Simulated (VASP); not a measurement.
# Y (Fm-3m) in VASP: a series of runs

Y is run at these levels: PBE; tasks: single point.

Everything below comes from runs of VASP 6.6.1. Logs are shortened: lines on timing, memory, paths and dates and some standing lists are left out, and cuts for length are marked.

### Step 1. The cell of the first run

It takes space group Fm-3m (No. 225, cubic). The conventional cell has a = 5.061 Å, b = 5.061 Å, c = 5.061 Å, α = 90.00°, β = 90.00°, γ = 90.00°. Y (site symmetry m-3m) has 12 Y at 3.58 Å within 4.7 Å.

### Step 2. Single point, PBE, non-collinear spin, zero start, spin-orbit coupling

Contents of INCAR:

```
  PREC = Accurate
  ENCUT = 520
  EDIFF = 1E-7
  ISMEAR = -1
  SIGMA = 0.05
  LREAL = False
  LASPH = True
  NELM = 150
  ALGO = Normal
  ISIF = 2
  LWAVE = False
  LCHARG = True
  MAGMOM = 0 0 0
  LORBIT = 11
  LSORBIT = True
  GGA_COMPAT = False
  LORBMOM = True
  LMAXMIX = 4
  GGA = PE
  LVHAR = True
  NBANDS = 22
```

Contents of KPOINTS:

```
regular mesh
0
Gamma
  7 7 7
```

Contents of POSCAR:

```
Y
1.0
    0.0000000000      2.5304244019      2.5304244019
    2.5304244019      0.0000000000      2.5304244019
    2.5304244019      2.5304244019      0.0000000000
Y
1
Direct
    0.0000000000      0.0000000000      0.0000000000
```

Potentials or basis: VASP PAW PBE potentials, release 64 (Y_sv).

Started as:

```console
cat potpaw_PBE.64/Y_sv/POTCAR > POTCAR
mpirun -np 1 vasp_ncl > vasp.out
```

OUTCAR:

```text
PREC = Accurate
   ENCUT = 520
   EDIFF = 1E-7
   ISMEAR = -1
   LREAL = False
   LASPH = True
   NELM = 150
   ISIF = 2
   LORBIT = 11
   LSORBIT = True
   GGA = PE

 ion  position               nearest neighbor table
   1  0.000  0.000  0.000-

  LATTYP: Found a face centered cubic cell.
 ALAT       =     5.0608488038

  Lattice vectors:

 A1 = (   0.0000000000,   2.5304244019,   2.5304244019)
 A2 = (   2.5304244019,   0.0000000000,   2.5304244019)
 A3 = (   2.5304244019,   2.5304244019,   0.0000000000)

Analysis of symmetry for initial positions (statically):
=====================================================================
 Subroutine PRICEL returns:
 Original cell was already a primitive cell.

 Routine SETGRP: Setting up the symmetry group for a
 face centered cubic supercell.

 Subroutine GETGRP returns: Found 48 space group operations
 (whereof 48 operations were pure point group operations)
 out of a pool of 48 trial point group operations.

The static configuration has the point symmetry O_h .

Analysis of symmetry for dynamics (positions and initial velocities):
=====================================================================
 Subroutine PRICEL returns:
 Original cell was already a primitive cell.

 Routine SETGRP: Setting up the symmetry group for a
 face centered cubic supercell.

 Subroutine GETGRP returns: Found 48 space group operations
 (whereof 48 operations were pure point group operations)
 out of a pool of 48 trial point group operations.

The dynamic configuration has the point symmetry O_h .

Analysis of structural, dynamic, and magnetic symmetry:
=====================================================================
 Subroutine PRICEL returns:
 Original cell was already a primitive cell.

 Routine SETGRP: Setting up the symmetry group for a
 face centered cubic supercell.

 Subroutine GETGRP returns: Found 48 space group operations
 (whereof 48 operations were pure point group operations)
 out of a pool of 48 trial point group operations.

The overall configuration has the point symmetry O_h .

 Subroutine INISYM returns: Found 48 space group operations
 (whereof 48 operations are pure point group operations),
 and found     1 'primitive' translations

----------------------------------------------------------------------------------------

                                     Primitive cell

  volume of cell :      32.4049

  direct lattice vectors                    reciprocal lattice vectors
     0.000000000  2.530424402  2.530424402    -0.197595312  0.197595312  0.197595312
     2.530424402  0.000000000  2.530424402     0.197595312 -0.197595312  0.197595312
     2.530424402  2.530424402  0.000000000     0.197595312  0.197595312 -0.197595312

  length of vectors
     3.578560508  3.578560508  3.578560508     0.342245120  0.342245120  0.342245120

  position of ions in fractional coordinates (direct lattice)
     0.000000000  0.000000000  0.000000000

  ion indices of the primitive-cell ions
   primitive index   ion index
                 1           1

----------------------------------------------------------------------------------------

 KPOINTS: regular mesh

Automatic generation of k-mesh.
 Grid dimensions read from file:
 generate k-points for:    7    7    7

 Generating k-lattice:

  Cartesian coordinates                     Fractional coordinates (reciprocal lattice)
    -0.028227902  0.028227902  0.028227902     0.142857143  0.000000000  0.000000000
     0.028227902 -0.028227902  0.028227902     0.000000000  0.142857143  0.000000000
     0.028227902  0.028227902 -0.028227902     0.000000000  0.000000000  0.142857143

  Length of vectors
     0.048892160  0.048892160  0.048892160

  Shift w.r.t. Gamma in fractional coordinates (k-lattice)
     0.000000000  0.000000000  0.000000000

 Subroutine IBZKPT returns following result:
[... 44 lines left out ...]
   EDIFF  = 0.1E-06   stopping-criterion for ELM
   LREAL  =      F    real-space projection
   EDIFFG = 0.1E-05   stopping-criterion for IOM
   NSW    =      0    number of steps for IOM
   IBRION =     -1    ionic relax: 0-MD 1-quasi-New 2-CG
   NFREE  =      0    steps in history (QN), initial steepest desc. (CG)
   ISIF   =      2    stress and relaxation
   ISYM   =      2    0-nonsym 1-usesym 2-fastsym
   POTIM  = 0.5000    time-step for ionic-motion
   TEBEG  =    0.0;   TEEND  =   0.0 temperature during run
   PSTRESS=    0.0 pullay stress
   NELECT =      11.0000    total number of electrons
   NUPDOWN=      -1.0000    fix difference up-down
   EMIN   =  10.00;   EMAX   =-10.00  energy-range for DOS
   EFERMI =   0.00;   METHOD = LEGACY
   ISMEAR =    -1;   SIGMA  =   0.05  broadening in eV -4-tet -1-fermi 0-gaus
   EFERMI_NEDOS =   21; number of points for ismear=-14 and -15
   IALGO  =     38    algorithm
   IMIX   =      4    mixing-type and parameters
     AMIX     =   0.40;   BMIX     =  1.00
     AMIX_MAG =   1.60;   BMIX_MAG =  1.00
  volume/ion in A,a.u.               =      32.40       218.68
  Fermi-wavevector in a.u.,A,eV,Ry     =   1.142008  2.158082 17.744467  1.304182
  Thomas-Fermi vector in A             =   2.278707
   LORBIT       =     11    0 simple, 1 ext, 2 COOP (PROOUT), +10 PAW based schemes
   GGA     = PE    functional components
   LHFCALC =     F    Hartree Fock is set to
   AEXX    =    0.0000 exact exchange contribution
   IVDW    =     0    specifies the selected vdW correction
   LEPSILON=     F    determine dielectric tensor
   LRPA    =     F    only Hartree local field effects (RPA)
  energy-cutoff  :      520.00
  volume of cell :       32.40
 maximum number of plane-waves:      1786
   NGX = 13   NGY = 13   NGZ = 13

 number of electron      11.0000000 magnetization       0.0000000      0.0000000      0.0000000

 number of electron      11.0000000 magnetization      -0.0000000     -0.0000000      0.0000000

 number of electron      11.0000000 magnetization       0.0000000      0.0000000     -0.0000000

 Free energy of the ion-electron system (eV)
  ---------------------------------------------------
  ext. energy  EPLUGINS =         0.00000000
  ---------------------------------------------------
  free energy    TOTEN  =        -6.46645358 eV

  energy without entropy =       -6.45610372  energy(sigma->0) =       -6.46127865

 E-fermi :   3.1276     XC(G=0):  -9.4757

 val. band max:        3.0284623865   @ k =   0.2857   0.2857   0.0000
 cond. band min:       3.2007154211   @ k =   0.4286   0.2857   0.1429
 fundamental gap:      0.1722530346
 Fermi energy:         3.1275808284

 k-point     1 :       0.0000    0.0000    0.0000
  band No.  band energies     occupation
      1     -39.5491      1.00000
      2     -39.5491      1.00000
      3     -20.2139      1.00000
      4     -20.2139      1.00000
      5     -18.7699      1.00000
      6     -18.7699      1.00000
[... 489 lines left out ...]
     21      10.9491      0.00000
     22      10.9491      0.00000

------------------------ aborting loop because EDIFF is reached ----------------------------------------

  FORCE on cell =-STRESS in cart. coord.  units (eV):
  Direction    XX          YY          ZZ          XY          YZ          ZX
  --------------------------------------------------------------------------------------
  -------------------------------------------------------------------------------------
  Total       -0.0255764     -0.0255764     -0.0255764     -0.0000000     -0.0000000      0.0000000
  in kB       -1.2645616     -1.2645616     -1.2645616     -0.0000000     -0.0000000      0.0000000
  external PRESSURE =      -1.2645616 kB  Pullay stress =       0.0000000 kB

 VOLUME and BASIS-vectors are now :
 -----------------------------------------------------------------------------
  energy-cutoff  :      520.00
  volume of cell :       32.40
      direct lattice vectors                 reciprocal lattice vectors
     0.000000000  2.530424402  2.530424402    -0.197595312  0.197595312  0.197595312
     2.530424402  0.000000000  2.530424402     0.197595312 -0.197595312  0.197595312
     2.530424402  2.530424402  0.000000000     0.197595312  0.197595312 -0.197595312

 POSITION                                       TOTAL-FORCE (eV/Angst)
 -----------------------------------------------------------------------------------
      0.00000      0.00000      0.00000         0.000000      0.000000     -0.000000
 -----------------------------------------------------------------------------------
    total drift:                               -0.000000     -0.000000     -0.000000

  FREE ENERGIE OF THE ION-ELECTRON SYSTEM (eV)
  ---------------------------------------------------
  free  energy   TOTEN  =        -6.4664535768 eV

  energy  without entropy=       -6.4561037240  energy(sigma->0) =       -6.46127865

 orbital moment (x)

 # of ion     p       d       f       tot
 ------------------------------------------------
  1         0.000  -0.000   0.000  -0.000
 ------------------------------------------------
            0.000  -0.000   0.000  -0.000

 orbital moment (y)

 # of ion     p       d       f       tot
 ------------------------------------------------
  1         0.000   0.000  -0.000   0.000
 ------------------------------------------------
            0.000   0.000  -0.000   0.000

 orbital moment (z)

 # of ion     p       d       f       tot
 ------------------------------------------------
  1         0.000   0.000  -0.000  -0.000
 ------------------------------------------------
            0.000   0.000  -0.000  -0.000

 Spin-Orbit-Coupling matrix elements

 Ion:    1  E_soc:     -0.0986213
 l=   1
     0.0000000    -0.0162914    -0.0162914
    -0.0162914     0.0000000    -0.0162914
    -0.0162914    -0.0162914     0.0000000
 l=   2
     0.0000000    -0.0000078     0.0000000    -0.0000078    -0.0001378
    -0.0000078     0.0000000    -0.0001033    -0.0000078    -0.0000344
     0.0000000    -0.0001033     0.0000000    -0.0001033     0.0000000
    -0.0000078    -0.0000078    -0.0001033     0.0000000    -0.0000344
    -0.0001378    -0.0000344     0.0000000    -0.0000344     0.0000000
 l=   3
     0.0000000     0.0000000     0.0000000     0.0000000     0.0000000     0.0000000     0.0000000
     0.0000000     0.0000000     0.0000000     0.0000000     0.0000000     0.0000000     0.0000000
     0.0000000     0.0000000     0.0000000     0.0000000     0.0000000     0.0000000     0.0000000
     0.0000000     0.0000000     0.0000000     0.0000000     0.0000000     0.0000000     0.0000000
     0.0000000     0.0000000     0.0000000     0.0000000     0.0000000     0.0000000     0.0000000
     0.0000000     0.0000000     0.0000000     0.0000000     0.0000000     0.0000000     0.0000000
     0.0000000     0.0000000     0.0000000     0.0000000     0.0000000     0.0000000     0.0000000

 total charge

# of ion       s       p       d       f       tot
--------------------------------------------------
    1        2.283   6.211   0.954   0.006   9.454

 magnetization (x)

# of ion       s       p       d       f       tot
--------------------------------------------------
    1        0.000   0.000   0.000  -0.000   0.000

 magnetization (y)

# of ion       s       p       d       f       tot
--------------------------------------------------
    1       -0.000  -0.000   0.000  -0.000  -0.000

 magnetization (z)

# of ion       s       p       d       f       tot
--------------------------------------------------
    1       -0.000  -0.000   0.000  -0.000  -0.000
```

Wall time 28 s (1 thread of Intel Xeon 6975P-C (Granite Rapids), shared host); peak memory 0.26 GiB.

Results:

* Free energy: -6.4665 eV
* Pressure: -0.1 GPa
* Net moment: 0.00 μB per cell
* Valence electrons inside the program's atomic spheres: Y 9.45

Moments on the atoms (μB; x, y, z):
```
Y   0.00 0.00 0.00
```

### Step 3. Single point, PBE, non-collinear spin, zero start, spin-orbit coupling

This run uses another cell than the first one, of 33.24 Å³/atom, 1.026 times its volume.

Contents of INCAR:

```
PREC = Accurate
ENCUT = 520
EDIFF = 1E-6
ISMEAR = -1
SIGMA = 0.05
LREAL = False
LASPH = True
NELM = 150
ALGO = Normal
ISIF = 2
LWAVE = False
LCHARG = False
MAGMOM = 0 0 0
LORBIT = 11
LSORBIT = True
GGA_COMPAT = False
LORBMOM = True
LMAXMIX = 4
GGA = PE
NBANDS = 22
```

KPOINTS is that of step 2.

Contents of POSCAR:

```
Y
1.0
    0.0000000000      2.5519910612      2.5519910612
    2.5519910612      0.0000000000      2.5519910612
    2.5519910612      2.5519910612      0.0000000000
Y
1
Direct
    0.0000000000      0.0000000000      0.0000000000
```

Potentials or basis: VASP PAW PBE potentials, release 64 (Y_sv).

Started as:

```console
cat potpaw_PBE.64/Y_sv/POTCAR > POTCAR
mpirun -np 1 vasp_ncl > vasp.out
```

Wall time 24 s (1 thread of Intel Xeon 6975P-C (Granite Rapids), shared host); peak memory 0.26 GiB.

It converged, with:

```
Free energy                                           : -6.4633 eV
Pressure                                              : -1.1 GPa
Net moment                                            : 0.00 μB per cell
Valence electrons inside the program's atomic spheres : Y 9.42
```

Moments on the atoms (μB; x, y, z):
```
Y   0.00 0.00 0.00
```
